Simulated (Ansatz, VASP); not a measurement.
# Two plane-wave programs on BPH4

```
CELL_PARAMETERS angstrom
12.90000 0.00000 0.00000
0.00000 14.50000 0.00000
0.00000 0.00000 14.50000
ATOMIC_POSITIONS crystal
B 0.44972 0.41143 0.34780
B 0.45240 0.42020 0.65374
B 0.46020 0.57772 0.50242
B 0.64261 0.42779 0.49965
P 0.54539 0.49466 0.57898
P 0.55600 0.35075 0.42161
P 0.55160 0.65036 0.42743
P 0.37531 0.49803 0.42517
H 0.49571 0.46024 0.29309
H 0.39059 0.35796 0.31169
H 0.50762 0.37481 0.70437
H 0.39297 0.47217 0.69310
H 0.40823 0.37155 0.59668
H 0.60624 0.55792 0.63131
H 0.40928 0.63235 0.54605
H 0.51191 0.27692 0.47211
H 0.61808 0.30026 0.35861
H 0.50915 0.71849 0.36799
H 0.62070 0.70415 0.48076
H 0.61993 0.60324 0.36765
H 0.69003 0.47868 0.44787
H 0.69865 0.37952 0.54583
H 0.30262 0.45789 0.48617
H 0.30860 0.55241 0.36939
```

Alike in both runs: functional PBE; k mesh 1 × 1 × 1; occupations gaussian, width 0.05 eV; no spin polarisation.

Ansatz relaxed the structure, and its values are those at the end. VASP's run is a single point on that final structure, the one shown.

|  | VASP | Ansatz |
| --- | --- | --- |
| version | VASP 6.6.1 | Ansatz 0.2.0 |
| potentials or method | VASP PAW PBE potentials, release 64 (B, P, H), cutoff 520 eV | scalar-relativistic, plane waves, PAW |
| valence electrons in the cell | 48 | 48 |

|  | VASP | Ansatz | Ansatz less VASP |
| --- | --- | --- | --- |
| gap on the k mesh at the Fermi level (eV) | 4.26 | 4.25 | -0.008 |
| rms of the force components (eV/Å) | 0.018 | 0.007 | -0.0115 |

Ansatz's warnings: xc potential rough in thin density.
